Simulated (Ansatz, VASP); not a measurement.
## Two plane-wave programs on InP

File INCAR:

```
PREC = Accurate
ENCUT = 500
EDIFF = 1E-6
ISMEAR = -1
SIGMA = 0.05
LREAL = F
LASPH = T
NELM = 120
ALGO = Normal
ISIF = 2
LWAVE = F
LCHARG = T
GGA = LIBXC
LIBXC1 = GGA_X_B88
LIBXC2 = GGA_C_PBE
LELF = T
LVHAR = T
NBANDS = 16
GGA_COMPAT = F
```

Contents of KPOINTS:

```
regular mesh
0
Gamma
  8 8 8
```

The input POSCAR:

```
InP
1.0
    0.0000000000      2.9690636329      2.9690636329
    2.9690636329      0.0000000000      2.9690636329
    2.9690636329      2.9690636329      0.0000000000
In P
1 1
Direct
    0.0000000000      0.0000000000      0.0000000000
    0.7500000000      0.7500000000      0.7500000000
```

Contents of input.yaml:

```yaml
crystal:
  lattice:
    - [0.0, 2.9690636329, 2.9690636329]
    - [2.9690636329, 0.0, 2.9690636329]
    - [2.9690636329, 2.9690636329, 0.0]
  atoms:
    - { symbol: In, position: [0.0, 0.0, 0.0] }
    - { symbol: P, position: [0.75, 0.75, 0.75] }
hamiltonian:
  xc: { exchange: b88, correlation: pbe }
  pseudopotentials: { kind: paw }
kpoints:
  mp_grid: { grid: [8, 8, 8] }
scf:
  occupations: { method: fermi_dirac, width: 0.05 }
output:
  forces: true
  stress: true
  eigenvalues: true
```

Alike in both runs: task single point; functional b88 exchange, pbe correlation; k mesh 8 × 8 × 8; occupations fermi-dirac, width 0.05 eV; no spin polarisation.

|  | VASP | Ansatz |
| --- | --- | --- |
| version | VASP 6.6.1 | Ansatz 0.2.0 |
| potentials or method | VASP PAW PBE potentials, release 64 (In_d, P) | Ansatz PAW |
| plane-wave cutoff (eV) | 500 | 420 |
| valence electrons in the cell | 18 | 18 |

```csv
,VASP,Ansatz,Ansatz less VASP
gap on the k mesh at the Fermi level (eV),0.48,0.48,+0.003
least direct gap on the mesh (eV),0.48,0.48,+0.003
pressure (GPa),0.5,0.6,+0.05
```

VASP's potentials were made for PBE, not for b88 exchange, pbe correlation. The functional is the same, so the differences come from potentials, cutoffs and numerics.
